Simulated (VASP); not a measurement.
Write the native input for VASP 6.6.1 that does the following.

| Item | Value |
| --- | --- |
| Task | single point |
| Functional | LDA |
| Potentials or basis | VASP PAW LDA potentials, release 64 (Cd_sv_GW) |
| Cutoff | 630 eV |
| k mesh | 12 × 12 × 12 |
| Occupations | fermi-dirac, width 0.08 eV |
| Spin | no spin polarisation |
| Dipole correction | no |
| Further INCAR settings | ALGO = Normal; EDIFF = 1e-06; NBANDS = 27 |

The structure of Cd lies in POSCAR:

```
Cd
1.0
    0.0000000000      2.7632247985      2.7632247985
    2.7632247985      0.0000000000      2.7632247985
    2.7632247985      2.7632247985      0.0000000000
Cd
2
Direct
   -0.1250000000     -0.1250000000     -0.1250000000
    0.1250000000      0.1250000000      0.1250000000
```

This isn't the form of Cd at room conditions, which is hcp.

The input as run:

INCAR

```
SYSTEM = Cd
PREC = Accurate ; ENCUT = 630
EDIFF = 1E-6 ; ISMEAR = -1
SIGMA = 0.08 ; LREAL = .FALSE.
LASPH = .TRUE. ; NELM = 120
ALGO = Normal ; ISIF = 2
LWAVE = .FALSE. ; LCHARG = .FALSE.
GGA = CA ; NBANDS = 27
GGA_COMPAT = .FALSE.
```

KPOINTS

```
regular mesh
0
G
  12 12 12
  0 0 0
```

Potentials or basis: VASP PAW LDA potentials, release 64 (Cd_sv_GW).

Command:

```bash
$ cat potpaw_LDA.64/Cd_sv_GW/POTCAR > POTCAR
$ mpirun -np 1 vasp_std > vasp.out
```

Results of the run:

```
Pressure               : 35.3 GPa
Band gap on the k mesh : zero (bands 20 and 21 overlap by 8.71 eV)
```

Caveat: the cell stands under pressure.

Wall time 66 s on 1 thread of Intel(R) Xeon(R) Platinum 8259CL CPU @ 2.50GHz (Skylake/Cascade Lake), on a shared host, peak memory 0.22 GiB.
